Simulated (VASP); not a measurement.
# HC3 in VASP: single point with r2SCAN+rVV10

Aim: the single point of HC3 with r2SCAN+rVV10.

All numbers are computed with VASP 6.6.1; they aren't measurements. Logs are shortened: lines on timing, memory, paths and dates and some standing lists are left out, and cuts for length are marked.

## Step 1: The cell of the first run

The cell holds a slab with vacuum, 8 atoms: a = 4.268 Å, b = 4.268 Å, c = 20.000 Å, α = 90.00°, β = 90.00°, γ = 120.00°.

## Step 2: Single point, r2SCAN+rVV10

POSCAR reads:

```
HC3
1.0
    3.6960000000     -2.1338865949      0.0000000000
    0.0000000000      4.2677731898      0.0000000000
    0.0000000000      0.0000000000     20.0000000000
C H
6 2
Direct
    0.0000000000      0.0000000000      0.3000000000
    0.3333333333      0.3333333333      0.3000000000
    0.6666666667      0.3333333333      0.3000000000
    0.0000000000      0.6666666667      0.3000000000
    0.3333333333      0.6666666667      0.3000000000
    0.6666666667      0.0000000000      0.3000000000
    0.0000000000      0.3333333333      0.4730189156
    0.0000000000      0.3333333333      0.4358820879
```

INCAR.step1 reads:

```
SYSTEM = HC3
PREC     = Accurate       ! precision mode
ENCUT    = 520            ! plane-wave cutoff, eV
ISMEAR   = 0              ! smearing method
SIGMA    = 0.05           ! smearing width, eV
LREAL    = .FALSE.        ! projectors in reciprocal space
LASPH    = .TRUE.         ! aspherical terms in the spheres
NELM     = 60             ! most SCF steps
NBANDS   = 23             ! bands
GGA      = PE             ! functional
ALGO     = Normal         ! electronic algorithm
EDIFF    = 1E-4           ! SCF threshold, eV
LWAVE    = .TRUE.         ! write WAVECAR
LCHARG   = .FALSE.        ! write CHGCAR
```

INCAR.step2 reads:

```
SYSTEM = HC3
PREC     = Accurate       ! precision mode
ENCUT    = 520            ! plane-wave cutoff, eV
EDIFF    = 1E-6           ! SCF threshold, eV
ISMEAR   = 0              ! smearing method
SIGMA    = 0.05           ! smearing width, eV
LREAL    = .FALSE.        ! projectors in reciprocal space
LASPH    = .TRUE.         ! aspherical terms in the spheres
NELM     = 60             ! most SCF steps
ALGO     = Normal         ! electronic algorithm
ISIF     = 2              ! what is computed and relaxed
LWAVE    = .FALSE.        ! write WAVECAR
LCHARG   = .FALSE.        ! write CHGCAR
METAGGA  = R2SCAN         ! meta-GGA
LMIXTAU  = .TRUE.       
LUSE_VDW = .TRUE.       
IVDW_NL  = 2            
BPARAM   = 11.95        
CPARAM   = 0.0093       
NBANDS   = 23             ! bands
ISTART   = 1
```

KPOINTS reads:

```
Automatic mesh
0
G
  7 7 1
  0 0 0
```

Potentials or basis: VASP PAW PBE potentials, release 64 (C, H).

Started as:

```sh
$ cat potpaw_PBE.64/C/POTCAR potpaw_PBE.64/H/POTCAR > POTCAR
$ cp INCAR.step1 INCAR
$ mpirun -np 1 vasp_std > vasp.out
$ cp INCAR.step2 INCAR
$ mpirun -np 1 vasp_std > vasp.out
```

OUTCAR:

```text
SYSTEM = HC3
   PREC = Accurate
   ENCUT = 520
   EDIFF = 1E-6
   ISMEAR = 0
   LREAL = .FALSE.
   LASPH = .TRUE.
   NELM = 60
   ISIF = 2
   METAGGA = R2SCAN
   IVDW_NL = 2
   BPARAM = 11.95
   ISTART = 1

 ion  position               nearest neighbor table
   1  0.000  0.000  0.300-   4 1.42   2 1.42   6 1.42
   2  0.333  0.333  0.300-   1 1.42   5 1.42   3 1.42
   3  0.667  0.333  0.300-   6 1.42   4 1.42   2 1.42
   4  0.000  0.667  0.300-   1 1.42   5 1.42   3 1.42
   5  0.333  0.667  0.300-   4 1.42   6 1.42   2 1.42
   6  0.667  0.000  0.300-   3 1.42   1 1.42   5 1.42
   7  0.000  0.333  0.473-   8 0.74
   8  0.000  0.333  0.436-   7 0.74

  LATTYP: Found a hexagonal cell.
 ALAT       =     4.2677731898
 C/A-ratio  =     4.6862846525

  Lattice vectors:

 A1 = (   3.6960000000,  -2.1338865949,   0.0000000000)
 A2 = (   0.0000000000,   4.2677731898,   0.0000000000)
 A3 = (   0.0000000000,   0.0000000000,  20.0000000000)

Analysis of symmetry for initial positions (statically):
=====================================================================
 Subroutine PRICEL returns:
 Original cell was already a primitive cell.

 Routine SETGRP: Setting up the symmetry group for a
 hexagonal supercell.

 Subroutine GETGRP returns: Found 12 space group operations
 (whereof  2 operations were pure point group operations)
 out of a pool of 24 trial point group operations.

The static configuration has the point symmetry C_1h.
 The point group associated with its full space group is C_6v.

Analysis of symmetry for dynamics (positions and initial velocities):
=====================================================================
 Subroutine PRICEL returns:
 Original cell was already a primitive cell.

 Routine SETGRP: Setting up the symmetry group for a
 hexagonal supercell.

 Subroutine GETGRP returns: Found 12 space group operations
 (whereof  2 operations were pure point group operations)
 out of a pool of 24 trial point group operations.

The dynamic configuration has the point symmetry C_1h.
 The point group associated with its full space group is C_6v.

 Subroutine INISYM returns: Found 12 space group operations
 (whereof  2 operations are pure point group operations),
 and found     1 'primitive' translations

[... 90 lines left out ...]
   LREAL  =      F    real-space projection
   EDIFFG = 0.1E-04   stopping-criterion for IOM
   NSW    =      0    number of steps for IOM
   IBRION =     -1    ionic relax: 0-MD 1-quasi-New 2-CG
   NFREE  =      0    steps in history (QN), initial steepest desc. (CG)
   ISIF   =      2    stress and relaxation
   ISYM   =      2    0-nonsym 1-usesym 2-fastsym
   POTIM  = 0.5000    time-step for ionic-motion
   TEBEG  =    0.0;   TEEND  =   0.0 temperature during run
   PSTRESS=    0.0 pullay stress
   NELECT =      26.0000    total number of electrons
   NUPDOWN=      -1.0000    fix difference up-down
   EMIN   =  10.00;   EMAX   =-10.00  energy-range for DOS
   EFERMI =   0.00;   METHOD = LEGACY
   ISMEAR =     0;   SIGMA  =   0.05  broadening in eV -4-tet -1-fermi 0-gaus
   EFERMI_NEDOS =   21; number of points for ismear=-14 and -15
   IALGO  =     38    algorithm
   IMIX   =      4    mixing-type and parameters
     AMIX     =   0.40;   BMIX     =  1.00
     AMIX_MAG =   1.60;   BMIX_MAG =  1.00
  volume/ion in A,a.u.               =      39.43       266.12
  Fermi-wavevector in a.u.,A,eV,Ry     =   0.712434  1.346306  6.905810  0.507563
  Thomas-Fermi vector in A             =   1.799809
   LORBIT       =      0    0 simple, 1 ext, 2 COOP (PROOUT), +10 PAW based schemes
   METAGGA = R2SCAN    functional components
   LHFCALC =     F    Hartree Fock is set to
   AEXX    =    0.0000 exact exchange contribution
   IVDW_NL    =     2    kernel type
   BPARAM     =11.9500
   IVDW    =     0    specifies the selected vdW correction
   LEPSILON=     F    determine dielectric tensor
   LRPA    =     F    only Hartree local field effects (RPA)
 non-spin polarized calculation
 Gauss-broadening in eV      SIGMA  =   0.05
  energy-cutoff  :      520.00
  volume of cell :      315.47
 maximum number of plane-waves:      8528
 NGX is ok and might be reduce to    32
   NGX = 15   NGY = 15   NGZ = 75

 number of electron      26.0000000 magnetization

 Free energy of the ion-electron system (eV)
  ---------------------------------------------------
  ext. energy  EPLUGINS =         0.00000000
  ---------------------------------------------------
  free energy    TOTEN  =       -65.62938101 eV

  energy without entropy =      -65.62710333  energy(sigma->0) =      -65.62824217

 E-fermi :  -2.7337     XC(G=0):  -2.4945

 val. band max:       -2.7389722717   @ k =   0.0000   0.0000   0.0000
 cond. band min:      -2.7284961787   @ k =   0.0000   0.0000   0.0000
 fundamental gap:      0.0104760930
 Fermi energy:        -2.7337342461

 k-point     1 :       0.0000    0.0000    0.0000
  band No.  band energies     occupation
      1     -23.5173      2.00000
      2     -16.2264      2.00000
      3     -16.2264      2.00000
      4     -16.2246      2.00000
      5     -16.2246      2.00000
      6     -13.8492      2.00000
[... 197 lines left out ...]
     22       5.2968      0.00000
     23       5.4250      0.00000

------------------------ aborting loop because EDIFF is reached ----------------------------------------

  FORCE on cell =-STRESS in cart. coord.  units (eV):
  Direction    XX          YY          ZZ          XY          YZ          ZX
  --------------------------------------------------------------------------------------
  -------------------------------------------------------------------------------------
  Total       -1.1482871     -1.1482871     -0.0705077     -0.0000000      0.0000000      0.0000000
  in kB       -5.8317348     -5.8317348     -0.3580833     -0.0000000      0.0000000      0.0000000
  external PRESSURE =      -4.0071843 kB  Pullay stress =       0.0000000 kB

 VOLUME and BASIS-vectors are now :
 -----------------------------------------------------------------------------
  energy-cutoff  :      520.00
  volume of cell :      315.47
      direct lattice vectors                 reciprocal lattice vectors
     3.696000000 -2.133886595  0.000000000     0.270562771  0.000000000  0.000000000
     0.000000000  4.267773190  0.000000000     0.135281385  0.234314233  0.000000000
     0.000000000  0.000000000 20.000000000     0.000000000  0.000000000  0.050000000

 POSITION                                       TOTAL-FORCE (eV/Angst)
 -----------------------------------------------------------------------------------
      0.00000      0.00000      6.00000        -0.000000      0.027032     -0.000008
      1.23200      0.71130      6.00000        -0.023410      0.013516     -0.000008
      2.46400     -0.00000      6.00000         0.023410     -0.013516     -0.000008
      0.00000      2.84518      6.00000        -0.000000     -0.027032     -0.000008
      1.23200      2.13389      6.00000        -0.023410     -0.013516     -0.000008
      2.46400     -1.42259      6.00000         0.023410      0.013516     -0.000008
      0.00000      1.42259      9.46038        -0.000000      0.000000      0.005203
      0.00000      1.42259      8.71764        -0.000000      0.000000     -0.005154
 -----------------------------------------------------------------------------------
    total drift:                               -0.000001      0.000008     -0.000120

  FREE ENERGIE OF THE ION-ELECTRON SYSTEM (eV)
  ---------------------------------------------------
  free  energy   TOTEN  =       -65.6293810063 eV

  energy  without entropy=      -65.6271033296  energy(sigma->0) =      -65.62824217
```

OSZICAR.step1:

```text
N       E                     dE             d eps       ncg     rms          rms(c)
DAV:   1     0.181756939391E+03    0.18176E+03   -0.97704E+03   392   0.831E+02
DAV:   2    -0.390582471718E+02   -0.22082E+03   -0.20789E+03   530   0.195E+02
DAV:   3    -0.658821840630E+02   -0.26824E+02   -0.26739E+02   504   0.768E+01
DAV:   4    -0.665162795825E+02   -0.63410E+00   -0.63202E+00   475   0.143E+01
DAV:   5    -0.665356129008E+02   -0.19333E-01   -0.19325E-01   513   0.230E+00    0.119E+01
DAV:   6    -0.633600041067E+02    0.31756E+01   -0.26196E+00   431   0.760E+00    0.688E+00
DAV:   7    -0.621260626250E+02    0.12339E+01   -0.36924E+00   445   0.890E+00    0.166E+00
DAV:   8    -0.621150823478E+02    0.10980E-01   -0.10405E-01   450   0.160E+00    0.178E-01
DAV:   9    -0.621108526176E+02    0.42297E-02   -0.58141E-03   499   0.388E-01    0.127E-01
DAV:  10    -0.621039294853E+02    0.69231E-02   -0.54653E-03   440   0.387E-01    0.708E-02
DAV:  11    -0.621042299186E+02   -0.30043E-03   -0.20742E-03   446   0.182E-01    0.450E-02
DAV:  12    -0.621054440512E+02   -0.12141E-02   -0.53883E-04   379   0.121E-01    0.180E-02
DAV:  13    -0.621058726306E+02   -0.42858E-03   -0.14276E-04   397   0.464E-02    0.141E-02
DAV:  14    -0.621069010802E+02   -0.10284E-02   -0.10410E-04   365   0.401E-02    0.934E-03
DAV:  15    -0.621070670809E+02   -0.16600E-03   -0.10630E-05   368   0.138E-02    0.638E-03
DAV:  16    -0.621072667903E+02   -0.19971E-03   -0.20409E-05   318   0.145E-02    0.268E-03
DAV:  17    -0.621072848195E+02   -0.18029E-04   -0.74543E-07   361   0.381E-03
   1 F= -.62107285E+02 E0= -.62106149E+02  d E =-.227065E-02
```

Run time: 7.8 min. Hardware: 1 thread of Intel Xeon 6975P-C (Granite Rapids), shared host; peak memory 0.94 GiB.

Results:

- Free energy: -65.6294 eV
- Largest force: 0.027 eV/Å
- Band gap on the k mesh: 0.01 eV, direct

Forces on the atoms (eV/Å):
```
C    0.000  0.027  0.000
C   -0.023  0.014  0.000
C    0.023 -0.014  0.000
C    0.000 -0.027  0.000
C   -0.023 -0.014  0.000
C    0.023  0.014  0.000
H    0.000  0.000  0.005
H    0.000  0.000 -0.005
```

Caveat: the PAW data sets were made with another functional, which shifts forces and pressure a little.
